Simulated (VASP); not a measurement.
Wanted: the native input for a VASP 6.6.1 run.

* Task: single point
* Functional: r2SCAN
* Potentials or basis: VASP PAW PBE potentials, release 64 (Bi_d)
* Cutoff: 520 eV
* k mesh: 8 × 8 × 4
* Occupations: fermi-dirac, width 0.05 eV
* Spin: no spin polarisation
* Dipole correction: no
* Further INCAR settings: ALGO = Normal; EDIFF = 1e-06; NBANDS = 22

Bi:

```
Bi
1.0
     3.25982    0.00000    0.00000
     0.00000    3.24298    0.00000
    -0.08099    0.00000    6.48656
Bi
2
Cartesian
  1.7134 0.0000 4.8622
  1.4654 0.0000 1.6244
```

The input as run:

POSCAR

```
Bi
1.0
    3.2598230713      0.0000000000      0.0000000000
    0.0000000000      3.2429793280      0.0000000000
   -0.0809877086      0.0000000000      6.4865647921
Bi
2
Direct
    0.5442472500      0.0000000000      0.7495778900
    0.4557527500      0.0000000000      0.2504221100
```

INCAR.step1

```
SYSTEM = Bi
  PREC = Accurate
  ENCUT = 520
  ISMEAR = -1
  SIGMA = 0.05
  LREAL = .False.
  LASPH = .True.
  NELM = 80
  NBANDS = 22
  GGA = PE
  ALGO = Normal
  EDIFF = 1E-4
  LWAVE = .True.
  LCHARG = .False.
```

INCAR.step2

```
SYSTEM = Bi
  PREC = Accurate
  ENCUT = 520
  EDIFF = 1E-6
  ISMEAR = -1
  SIGMA = 0.05
  LREAL = .False.
  LASPH = .True.
  NELM = 80
  ALGO = Normal
  ISIF = 2
  LWAVE = .False.
  LCHARG = .False.
  METAGGA = R2SCAN
  LMIXTAU = .True.
  NBANDS = 22
  ISTART = 1
```

KPOINTS

```
regular mesh
0
Gamma
  8 8 4
  0 0 0
```

Potentials or basis: VASP PAW PBE potentials, release 64 (Bi_d).

Command:

```bash
$ cat potpaw_PBE.64/Bi_d/POTCAR > POTCAR
$ cp INCAR.step1 INCAR
$ mpirun -np 1 vasp_std > vasp.out
$ cp INCAR.step2 INCAR
$ mpirun -np 1 vasp_std > vasp.out
```

It gave:

| Quantity | Value |
| --- | --- |
| Pressure | 0.0 GPa |
| Largest force | 0.029 eV/Å |
| Band gap on the k mesh | zero (bands 15 and 16 overlap by 6.56 eV) |

Caveat: the PAW data sets were made with another functional, which shifts forces and pressure a little; spin-orbit coupling is left out, which moves the levels of the heavy elements.

Wall time 7.1 min on 1 thread of AMD EPYC 7R13 (shared host), peak memory 0.21 GiB.
